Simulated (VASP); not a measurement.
Set up this calculation in VASP 6.6.1, as the native input.

- Task: single point
- Functional: PBEsol
- Potentials or basis: VASP PAW PBE potentials, release 64 (Mo_sv)
- Cutoff: 520 eV
- k mesh: 16 × 16 × 1
- Occupations: methfessel-paxton, width 0.1 eV
- Spin: no spin polarisation
- Dipole correction: no
- Further INCAR settings: ALGO = Normal; EDIFF = 1e-06; NBANDS = 28

The structure of Mo lies in POSCAR:

```
Mo
1.0
    2.7149896409      0.0000000000      0.0000000000
   -0.9049965470      2.5597167812      0.0000000000
    0.0000000000      0.0000000000     16.4335595180
Mo
3
Direct
    0.0000000000      0.0000000000      0.3651065366
    0.5000000000      0.5000000000      0.5000000000
    0.0000000000      0.0000000000      0.6348934634
```

The input as run:

INCAR

```
  ALGO = Normal
  EDIFF = 1E-6
  ENCUT = 520
  GGA = PS
  ISIF = 2
  ISMEAR = 1
  LASPH = T
  LCHARG = F
  LREAL = F
  LWAVE = F
  NBANDS = 28
  NELM = 100
  PREC = Accurate
  SIGMA = 0.1
```

KPOINTS

```
k-points
0
Gamma
  16 16 1
```

Potentials or basis: VASP PAW PBE potentials, release 64 (Mo_sv).

Run with:

```console
$ cat potpaw_PBE.64/Mo_sv/POTCAR > POTCAR
$ mpirun -np 1 vasp_std > vasp.out
```

Results of the run:

```json
{
  "Largest force": "0.693 eV/Å",
  "Band gap on the k mesh": "zero (bands 21 and 22 overlap by 2.07 eV)"
}
```

Caveat: there is no dipole correction, which matters where the two faces differ; the PAW data sets were made with another functional, which shifts forces and pressure a little.

Run time: 5.2 min on 1 thread of AMD EPYC 7R43 64-Core Processor (Zen 3) (shared host), peak memory 0.29 GiB.
